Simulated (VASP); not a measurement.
# Nb (Im-3m) in VASP: notebook

Aim: see how the results for Nb move with the level of theory and the settings. Levels: PBEsol, PBE. Tasks: relaxation of cell and atoms, single point.

Everything below comes from runs of VASP 6.6.1. Logs are shortened: lines on timing, memory, paths and dates and some standing lists are left out, and cuts for length are marked.

## 1. The cell of the first run

The structure is cubic, space group Im-3m (No. 229). Conventional cell: a = 3.328 Å, b = 3.328 Å, c = 3.328 Å, α = 90.00°, β = 90.00°, γ = 90.00°. Within 3.8 Å of Nb (site symmetry m-3m) lie 14 Nb at 2.88 to 3.33 Å.

## 2. Relaxation of cell and atoms, PBEsol

INCAR reads:

```
ALGO = Normal ; EDIFF = 1E-7
EDIFFG = -0.005 ; ENCUT = 500
GGA = PS ; GGA_COMPAT = False
IBRION = 2 ; ISIF = 3
ISMEAR = -1 ; LASPH = True
LCHARG = False ; LREAL = False
LWAVE = False ; NELM = 120
NELMIN = 4 ; NSW = 80
PREC = Accurate ; SIGMA = 0.05
```

KPOINTS reads:

```
k-points
0
Gamma
  11 11 11
```

POSCAR reads:

```
Nb
1.0
   -1.6639500000      1.6639500000      1.6639500000
    1.6639500000     -1.6639500000      1.6639500000
    1.6639500000      1.6639500000     -1.6639500000
Nb
1
Direct
    0.0000000000      0.0000000000      0.0000000000
```

Potentials or basis: VASP PAW PBE potentials, release 64 (Nb_sv).

Launch:

```sh
cat potpaw_PBE.64/Nb_sv/POTCAR > POTCAR
mpirun -np 1 vasp_std > vasp.out
```

OUTCAR:

```text
EDIFF = 1E-7
   EDIFFG = -0.005
   ENCUT = 500
   GGA = PS
   IBRION = 2
   ISIF = 3
   ISMEAR = -1
   LASPH = True
   LREAL = False
   NELM = 120
   NELMIN = 4
   NSW = 80
   PREC = Accurate

 ion  position               nearest neighbor table
   1  0.000  0.000  0.000-

  LATTYP: Found a body centered cubic cell.
 ALAT       =     3.3279000000

  Lattice vectors:

 A1 = (  -1.6639500000,   1.6639500000,   1.6639500000)
 A2 = (   1.6639500000,  -1.6639500000,   1.6639500000)
 A3 = (   1.6639500000,   1.6639500000,  -1.6639500000)

Analysis of symmetry for initial positions (statically):
=====================================================================
 Subroutine PRICEL returns:
 Original cell was already a primitive cell.

 Routine SETGRP: Setting up the symmetry group for a
 body centered cubic supercell.

 Subroutine GETGRP returns: Found 48 space group operations
 (whereof 48 operations were pure point group operations)
 out of a pool of 48 trial point group operations.

The static configuration has the point symmetry O_h .

Analysis of symmetry for dynamics (positions and initial velocities):
=====================================================================
 Subroutine PRICEL returns:
 Original cell was already a primitive cell.

 Routine SETGRP: Setting up the symmetry group for a
 body centered cubic supercell.

 Subroutine GETGRP returns: Found 48 space group operations
 (whereof 48 operations were pure point group operations)
 out of a pool of 48 trial point group operations.

The dynamic configuration has the point symmetry O_h .

 Subroutine INISYM returns: Found 48 space group operations
 (whereof 48 operations are pure point group operations),
 and found     1 'primitive' translations

----------------------------------------------------------------------------------------

                                     Primitive cell

  volume of cell :      18.4281

  direct lattice vectors                    reciprocal lattice vectors
    -1.663950000  1.663950000  1.663950000     0.000000000  0.300489798  0.300489798
[... 94 lines left out ...]
   PSTRESS=    0.0 pullay stress
   NELECT =      13.0000    total number of electrons
   NUPDOWN=      -1.0000    fix difference up-down
   EMIN   =  10.00;   EMAX   =-10.00  energy-range for DOS
   EFERMI =   0.00;   METHOD = LEGACY
   ISMEAR =    -1;   SIGMA  =   0.05  broadening in eV -4-tet -1-fermi 0-gaus
   EFERMI_NEDOS =   21; number of points for ismear=-14 and -15
   IALGO  =     38    algorithm
   IMIX   =      4    mixing-type and parameters
     AMIX     =   0.40;   BMIX     =  1.00
     AMIX_MAG =   1.60;   BMIX_MAG =  1.00
  volume/ion in A,a.u.               =      18.43       124.36
  Fermi-wavevector in a.u.,A,eV,Ry     =   1.457345  2.753983 28.896790  2.123854
  Thomas-Fermi vector in A             =   2.574157
   LORBIT       =      0    0 simple, 1 ext, 2 COOP (PROOUT), +10 PAW based schemes
   GGA     = PS    functional components
   LHFCALC =     F    Hartree Fock is set to
   AEXX    =    0.0000 exact exchange contribution
   IVDW    =     0    specifies the selected vdW correction
   LEPSILON=     F    determine dielectric tensor
   LRPA    =     F    only Hartree local field effects (RPA)
 conjugate gradient relaxation of ions
 non-spin polarized calculation
  energy-cutoff  :      500.00
  volume of cell :       18.43
 maximum number of plane-waves:       478
 NGX is ok and might be reduce to    24
   NGX = 11   NGY = 11   NGZ = 11

--------------------------------------- Ionic step        1  -------------------------------------------

 number of electron      12.9999999 magnetization

 Free energy of the ion-electron system (eV)
  ---------------------------------------------------
  ext. energy  EPLUGINS =         0.00000000
  ---------------------------------------------------
  free energy    TOTEN  =       -10.92678570 eV

  energy without entropy =      -10.91230089  energy(sigma->0) =      -10.91954330

------------------------ aborting loop because EDIFF is reached ----------------------------------------

  FORCE on cell =-STRESS in cart. coord.  units (eV):
  Direction    XX          YY          ZZ          XY          YZ          ZX
  --------------------------------------------------------------------------------------
  -------------------------------------------------------------------------------------
  Total       -0.9341661     -0.9341661     -0.9341661     -0.0000000     -0.0000000      0.0000000
  in kB      -81.2182969    -81.2182969    -81.2182969     -0.0000000     -0.0000000      0.0000000
  external PRESSURE =     -81.2182969 kB  Pullay stress =       0.0000000 kB
[... 92 lines left out ...]
--------------------------------------- Ionic step        4  -------------------------------------------

 number of electron      13.0000001 magnetization

 Free energy of the ion-electron system (eV)
  ---------------------------------------------------
  ext. energy  EPLUGINS =         0.00000000
  ---------------------------------------------------
  free energy    TOTEN  =       -10.94947708 eV

  energy without entropy =      -10.93398458  energy(sigma->0) =      -10.94173083

 E-fermi :  11.3506     XC(G=0): -12.7616

 val. band max:       11.3376554889   @ k =   0.2727   0.0000   0.0000
 cond. band min:      11.3719868414   @ k =   0.0909   0.0909   0.0000
 fundamental gap:      0.0343313526
 Fermi energy:        11.3505808534

 k-point     1 :       0.0000    0.0000    0.0000
  band No.  band energies     occupation
      1     -42.8492      2.00000
      2     -18.1072      2.00000
      3     -18.1072      2.00000
      4     -18.1072      2.00000
      5       5.3784      2.00000
      6      11.7516      0.00066
      7      11.7516      0.00066
      8      11.7516      0.00066
      9      14.7458      0.00000
     10      14.7458      0.00000
[... 287 lines left out ...]
 k-point    24 :       0.3636    0.1818    0.0909
  band No.  band energies     occupation
      1     -42.5603      2.00000
      2     -19.3306      2.00000
      3     -18.7797      2.00000
      4     -18.3559      2.00000
      5       8.9239      2.00000
      6       9.7658      2.00000
      7      11.7708      0.00045
      8      15.1683      0.00000
      9      15.5943      0.00000
     10      20.7421      0.00000

 [... further k-points ...]

------------------------ aborting loop because EDIFF is reached ----------------------------------------

  FORCE on cell =-STRESS in cart. coord.  units (eV):
  Direction    XX          YY          ZZ          XY          YZ          ZX
  --------------------------------------------------------------------------------------
  -------------------------------------------------------------------------------------
  Total       -0.0017019     -0.0017019     -0.0017019     -0.0000000     -0.0000000      0.0000000
  in kB       -0.1552465     -0.1552465     -0.1552465     -0.0000000     -0.0000000      0.0000000
  external PRESSURE =      -0.1552465 kB  Pullay stress =       0.0000000 kB
[... 16 lines left out ...]
  FREE ENERGIE OF THE ION-ELECTRON SYSTEM (eV)
  ---------------------------------------------------
  free  energy   TOTEN  =       -10.9494770807 eV

  energy  without entropy=      -10.9339845848  energy(sigma->0) =      -10.94173083

 reached required accuracy - stopping structural energy minimisation
```

Wall time 51 s (1 thread of Intel Xeon 8259CL, shared host); peak memory 0.15 GiB.

What came out:

```
Free energy                            : -10.9495 eV
Relaxed volume                         : 17.56 Å³/atom
Relaxed cell                           : a = 2.836 Å, b = 2.836 Å, c = 2.836 Å, α = 109.47°, β = 109.47°, γ = 109.47°
Space group after relaxing (to 0.05 Å) : Im-3m (No. 229)
Energy gained by relaxing              : 22.7 meV/atom
Ionic steps                            : 4
Pressure after relaxing                : 0.0 GPa
```

The path:
| step | energy change (eV) | largest force (eV/Å) | pressure (GPa) | volume (Å³) |
| --- | --- | --- | --- | --- |
| 1 | 0.0000 | 0.0000 | -8.12 | 18.43 |
| 2 | 0.0606 | 0.0000 | 18.71 | 16.05 |
| 3 | -0.0227 | 0.0000 | -0.25 | 17.59 |
| 4 | -0.0227 | 0.0000 | -0.02 | 17.56 |

Final structure:
```yaml
crystal:
  lattice:
    - [-1.63752, 1.63752, 1.63752]
    - [1.63752, -1.63752, 1.63752]
    - [1.63752, 1.63752, -1.63752]
  atoms:
    - { symbol: Nb, position: [0.00000, 0.00000, 0.00000] }
```

Levels at points of the mesh, in eV from the Fermi level:
```
           k point  band 2  band 3  band 4  band 5  band 6  band 7  band 8  band 9  band 10
(0.00, 0.00, 0.00)  -29.46  -29.46  -29.46   -5.97    0.40    0.40    0.40    3.40     3.40
```

Caveat: the PAW data sets were made with another functional, which shifts forces and pressure a little.

## 3. Single point, PBE

INCAR reads:

```
PREC     = Accurate       # precision mode
ENCUT    = 500            # plane-wave cutoff, eV
EDIFF    = 1E-6           # SCF threshold, eV
ISMEAR   = -1             # smearing method
SIGMA    = 0.025          # smearing width, eV
LREAL    = False          # projectors in reciprocal space
LASPH    = True           # aspherical terms in the spheres
NELM     = 120            # most SCF steps
ALGO     = Normal         # electronic algorithm
ISIF     = 2              # what is computed and relaxed
LWAVE    = False          # write WAVECAR
LCHARG   = False          # write CHGCAR
GGA      = PE             # functional
NBANDS   = 12             # bands
GGA_COMPAT= False
```

KPOINTS reads:

```
Automatic mesh
0
Gamma
  11 11 11
```

POSCAR is that of step 2.

Potentials or basis: VASP PAW PBE potentials, release 64 (Nb_sv).

Launch:

```sh
cat potpaw_PBE.64/Nb_sv/POTCAR > POTCAR
mpirun -np 1 vasp_std > vasp.out
```

OUTCAR:

```text
PREC = Accurate
   ENCUT = 500
   EDIFF = 1E-6
   ISMEAR = -1
   LREAL = False
   LASPH = True
   NELM = 120
   ISIF = 2
   GGA = PE

 ion  position               nearest neighbor table
   1  0.000  0.000  0.000-

  LATTYP: Found a body centered cubic cell.
 ALAT       =     3.3279000000

  Lattice vectors:

 A1 = (  -1.6639500000,   1.6639500000,   1.6639500000)
 A2 = (   1.6639500000,  -1.6639500000,   1.6639500000)
[... 537 lines left out ...]
     10      19.6730      0.00000
     11      21.0484      0.00000
     12      23.3520      0.00000

 [... further k-points ...]

------------------------ aborting loop because EDIFF is reached ----------------------------------------

  FORCE on cell =-STRESS in cart. coord.  units (eV):
  Direction    XX          YY          ZZ          XY          YZ          ZX
  --------------------------------------------------------------------------------------
  -------------------------------------------------------------------------------------
  Total       -0.2572567     -0.2572567     -0.2572567      0.0000000      0.0000000     -0.0000000
  in kB      -22.3664213    -22.3664213    -22.3664213      0.0000000      0.0000000     -0.0000000
  external PRESSURE =     -22.3664213 kB  Pullay stress =       0.0000000 kB

 VOLUME and BASIS-vectors are now :
 -----------------------------------------------------------------------------
  energy-cutoff  :      500.00
  volume of cell :       18.43
      direct lattice vectors                 reciprocal lattice vectors
    -1.663950000  1.663950000  1.663950000     0.000000000  0.300489798  0.300489798
     1.663950000 -1.663950000  1.663950000     0.300489798  0.000000000  0.300489798
     1.663950000  1.663950000 -1.663950000     0.300489798  0.300489798  0.000000000

 POSITION                                       TOTAL-FORCE (eV/Angst)
 -----------------------------------------------------------------------------------
      0.00000      0.00000      0.00000         0.000000     -0.000000      0.000000
 -----------------------------------------------------------------------------------
    total drift:                                0.000000      0.000000     -0.000000

  FREE ENERGIE OF THE ION-ELECTRON SYSTEM (eV)
  ---------------------------------------------------
  free  energy   TOTEN  =       -10.2081455557 eV

  energy  without entropy=      -10.2040986628  energy(sigma->0) =      -10.20612211
```

stdout:

```text
POSCAR found type information on POSCAR Nb
 POSCAR found :  1 types and       1 ions
 scaLAPACK will be used
 LDA part: xc-table for (Slater+PW92), standard interpolation
 POSCAR, INCAR and KPOINTS ok, starting setup
 FFT: planning ... GRIDC
 FFT: planning ... GRID_SOFT
 FFT: planning ... GRID
 WAVECAR not read
 entering main loop
```

It used 7.4 s of CPU time on 1 thread of Intel Xeon 6975P-C, with other jobs on the host.

Results:

```yaml
Free_energy: -10.2081 eV
Pressure: -2.2 GPa
```

## 4. Single point, PBE

INCAR reads:

```
PREC = Accurate ; ENCUT = 500
EDIFF = 1E-6 ; ISMEAR = -1
SIGMA = 0.01 ; LREAL = F
LASPH = T ; NELM = 120
ALGO = Normal ; ISIF = 2
LWAVE = F ; LCHARG = T
GGA = PE ; LELF = T
LVHAR = T ; NBANDS = 12
GGA_COMPAT = F
```

KPOINTS is that of step 3.

POSCAR is that of step 3.

Launch:

```sh
cat potpaw_PBE.64/Nb_sv/POTCAR > POTCAR
mpirun -np 1 vasp_std > vasp.out
```

It used 8.6 s of CPU time on 1 thread of Intel Xeon 6975P-C (shared host).

It converged, with:

- Free energy: -10.2063 eV
- Pressure: -2.1 GPa

Levels at points of the mesh, in eV from the Fermi level:
```tsv
k point	band 2	band 3	band 4	band 5	band 6	band 7	band 8	band 9	band 10	band 11
(0.00, 0.00, 0.00)	-29.69	-29.69	-29.69	-5.83	0.43	0.43	0.43	3.27	3.27	14.23
```

## 5. Single point, PBEsol

INCAR reads:

```
PREC     = Accurate       # precision mode
ENCUT    = 500            # plane-wave cutoff, eV
EDIFF    = 1E-6           # SCF threshold, eV
ISMEAR   = -1             # smearing method
SIGMA    = 0.05           # smearing width, eV
LREAL    = F              # projectors in reciprocal space
LASPH    = T              # aspherical terms in the spheres
NELM     = 120            # most SCF steps
ALGO     = Normal         # electronic algorithm
ISIF     = 2              # what is computed and relaxed
LWAVE    = F              # write WAVECAR
LCHARG   = F              # write CHGCAR
GGA      = PS             # functional
NBANDS   = 12             # bands
GGA_COMPAT= F
```

KPOINTS reads:

```
regular mesh
0
Gamma
  8 8 8
```

POSCAR is that of step 4.

Launch:

```sh
cat potpaw_PBE.64/Nb_sv/POTCAR > POTCAR
mpirun -np 1 vasp_std > vasp.out
```

It took 14 s on 1 thread of AMD EPYC 7R13, shared host; peak memory 0.11 GiB.

It converged, with:

| Property | Result |
| --- | --- |
| Free energy | -10.9591 eV |
| Pressure | -8.5 GPa |

Levels at points of the mesh, in eV from the Fermi level:
| k point | band 4 | band 5 | band 6 | band 7 | band 8 | band 9 |
| --- | --- | --- | --- | --- | --- | --- |
| (0.00, 0.00, 0.00) | -29.56 | -5.80 | 0.48 | 0.48 | 0.48 | 3.32 |
| (0.50, 0.00, 0.00) | -29.57 | -3.53 | -1.48 | 2.30 | 3.34 | 4.00 |
| (0.50, 0.50, 0.50) | -30.43 | -3.48 | -3.48 | 5.59 | 5.59 | 5.59 |

Caveat: the PAW data sets were made with another functional, which shifts forces and pressure a little.

## 6. Overview

```csv
task,level,cell,k mesh,smearing,gap on the mesh (eV),pressure (GPa)
relaxation of cell and atoms,PBEsol,relaxed,11 × 11 × 11,fermi-dirac 0.05 eV,none,0.0
single point,PBE,as given,11 × 11 × 11,fermi-dirac 0.025 eV,none,-2.2
single point,PBE,as given,11 × 11 × 11,fermi-dirac 0.01 eV,none,-2.1
single point,PBEsol,as given,8 × 8 × 8,fermi-dirac 0.05 eV,none,-8.5
```

Alike in all rows: potentials or basis VASP PAW PBE potentials, release 64 (Nb_sv); no spin polarisation; cutoff (eV) 500.

Every run on the cell as given and a fine mesh finds a metal. The pressure there spans -8.5 GPa (PBEsol) to -2.1 GPa (PBE); a positive pressure means that this level wants a larger cell, a negative one a smaller.

Caveats: the PAW data sets were made with another functional, which shifts forces and pressure a little (some runs).

Absolute energies hang on the potentials; compare differences alone.
